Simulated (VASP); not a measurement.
A run of VASP 6.6.1 is set up as follows.

INCAR

```
SYSTEM = BAs
ALGO = Normal
EDIFF = 1E-6
ENCUT = 520
GGA = PS
ISIF = 2
ISMEAR = 0
LASPH = .TRUE.
LCHARG = .FALSE.
LREAL = .FALSE.
LWAVE = .FALSE.
NBANDS = 11
NELM = 100
PREC = Accurate
SIGMA = 0.05
```

Contents of KPOINTS:

```
k-points
0
G
  12 12 12
  0 0 0
```

Contents of POSCAR:

```
BAs
1.0
    0.0000000000      2.3601023551      2.3839417728
    2.3839417728      0.0000000000      2.3839417728
    2.3839417728      2.3601023551      0.0000000000
B As
1 1
Direct
    0.0000000000      0.0000000000      0.0000000000
    0.7500000000      0.7500000000      0.7500000000
```

Potentials or basis: VASP PAW PBE potentials, release 64 (B, As).

Run with:

```bash
$ cat potpaw_PBE.64/B/POTCAR potpaw_PBE.64/As/POTCAR > POTCAR
$ mpirun -np 1 vasp_std > vasp.out
```

**Question.** What does it give for the band gap on the k mesh?

**Answer.** 0.91 eV, indirect (least direct gap 3.15 eV).

**Question.** Predict the pressure.

**Answer.** 2.4 GPa.

Stress tensor (GPa, compression positive):
```
1.67 0.00 0.00
0.00 3.72 0.00
0.00 0.00 1.67
```

Caveat: the PAW data sets were made with another functional, which shifts forces and pressure a little. Expect the measured gap to be larger: semilocal functionals such as PBEsol lack the derivative discontinuity.
